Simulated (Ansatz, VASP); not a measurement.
## NaF: VASP beside Ansatz

POSCAR

```
NaF
1.0
    0.0000000000      2.2972417820      2.2972417820
    2.2972417820      0.0000000000      2.2972417820
    2.2972417820      2.2972417820      0.0000000000
Na F
1 1
Direct
    0.0000000000      0.0000000000      0.0000000000
    0.5000000000      0.5000000000      0.5000000000
```

The input INCAR.step1:

```
ALGO = Normal
EDIFF = 1E-5
ENCUT = 520
GGA = PE
ISIF = 2
ISMEAR = 0
LASPH = True
LCHARG = False
LREAL = False
LWAVE = True
NBANDS = 14
NELM = 80
PREC = Accurate
SIGMA = 0.01
```

Contents of INCAR.step2:

```
AEXX = 1.0
AGGAC = 0.0
ALDAC = 0.0
ALGO = Normal
EDIFF = 1E-6
ENCUT = 520
GGA = PE
ISIF = 2
ISMEAR = 0
ISTART = 1
LASPH = True
LCHARG = False
LHFCALC = True
LREAL = False
LWAVE = False
NBANDS = 14
NELM = 80
PREC = Accurate
PRECFOCK = Normal
SIGMA = 0.01
```

Contents of KPOINTS:

```
k-points
0
Gamma
  6 6 6
```

Input for Ansatz:

```yaml
crystal:
  lattice:
    - [0.0, 2.297241782, 2.297241782]
    - [2.297241782, 0.0, 2.297241782]
    - [2.297241782, 2.297241782, 0.0]
  atoms:
    - { symbol: Na, position: [0.0, 0.0, 0.0] }
    - { symbol: F, position: [0.5, 0.5, 0.5] }
kpoints:
  mp_grid: { grid: [6, 6, 6] }
  band_path:
    path:
      - [0.0, 0.0, 0.0]
      - [0.5, 0.0, 0.5]
      - [0.625, 0.25, 0.625]
      - [0.375, 0.375, 0.75]
      - [0.5, 0.5, 0.5]
      - [0.5, 0.25, 0.75]
    npoints: 1
hamiltonian:
  xc: hf
scf:
  occupations: { method: fixed }
  n_extra_bands: 4
output:
  forces: true
  stress: true
  eigenvalues: true
```

Alike in both runs: task single point; functional HF; k mesh 6 × 6 × 6; no spin polarisation.

|  | VASP | Ansatz |
| --- | --- | --- |
| version | VASP 6.6.1 | Ansatz 0.2.0 |
| potentials or method | VASP PAW PBE potentials, release 64 (Na_pv, F) | plane waves, PAW |
| plane-wave cutoff (eV) | 520 | 420 |
| occupations | gaussian, width 0.01 eV | fixed |
| valence electrons in the cell | 14 | 16 |

VASP gave:

| Item | Value |
| --- | --- |
| gap on the k mesh at the Fermi level (eV) | 18.52 |
| pressure (GPa) | 1.6 |

Q: What did Ansatz give for the same quantities?

A: gap on the k mesh at the Fermi level (eV): 18.58; pressure (GPa): 0.9.

VASP's potentials were made for PBE, not for HF. VASP's potentials hold 14 valence electrons a cell and Ansatz's 16, so a difference there can come from the potentials and not from the codes. Ansatz's warnings: stress exchange threshold loose, stress scf threshold loose.
